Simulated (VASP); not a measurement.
Set up this calculation in VASP 6.6.1, as the native input.

* Task: single point
* Functional: PBEsol
* Potentials or basis: VASP PAW PBE potentials, release 64 (W_sv, Se)
* Cutoff: 520 eV
* k mesh: 12 × 12 × 2
* Occupations: gaussian, width 0.02 eV
* Spin: no spin polarisation
* Dipole correction: no
* Further INCAR settings: ALGO = Normal; EDIFF = 1e-07; NBANDS = 35

The structure of WSe2 lies in POSCAR:

```
WSe2
1.0
    3.2710958670      0.0000000000      0.0000000000
   -1.6355479335      2.8328521190      0.0000000000
    0.0000000000      0.0000000000     13.2236807989
W Se
2 4
Direct
    0.6666666667      0.3333333333      0.7500000000
    0.3333333333      0.6666666667      0.2500000000
    0.3333333333      0.6666666667      0.8766070968
    0.6666666667      0.3333333333      0.3766070968
    0.3333333333      0.6666666667      0.6233929032
    0.6666666667      0.3333333333      0.1233929032
```

One way to write it, as run:

INCAR

```
ALGO = Normal
EDIFF = 1E-7
ENCUT = 520
GGA = PS
ISIF = 2
ISMEAR = 0
LASPH = T
LCHARG = F
LREAL = F
LWAVE = F
NBANDS = 35
NELM = 100
PREC = Accurate
SIGMA = 0.02
```

KPOINTS

```
k-points
0
Gamma
  12 12 2
```

Potentials or basis: VASP PAW PBE potentials, release 64 (W_sv, Se).

Launch:

```sh
$ cat potpaw_PBE.64/W_sv/POTCAR potpaw_PBE.64/Se/POTCAR > POTCAR
$ mpirun -np 1 vasp_std > vasp.out
```

It gave:

| Item | Value |
| --- | --- |
| Pressure | 0.4 GPa |
| Largest force | 0.060 eV/Å |
| Band gap on the k mesh | 1.04 eV, indirect (least direct gap 1.59 eV) |

Caveat: the PAW data sets were made with another functional, which shifts forces and pressure a little; spin-orbit coupling is left out, which moves the levels of the heavy elements; this functional lacks dispersion, which binds the layers, so the pressure and a relaxed spacing across them are unreliable.

Run time: 2 min on 1 thread of Intel(R) Xeon(R) Platinum 8375C CPU @ 2.90GHz (Ice Lake), on a shared host, peak memory 0.3 GiB.
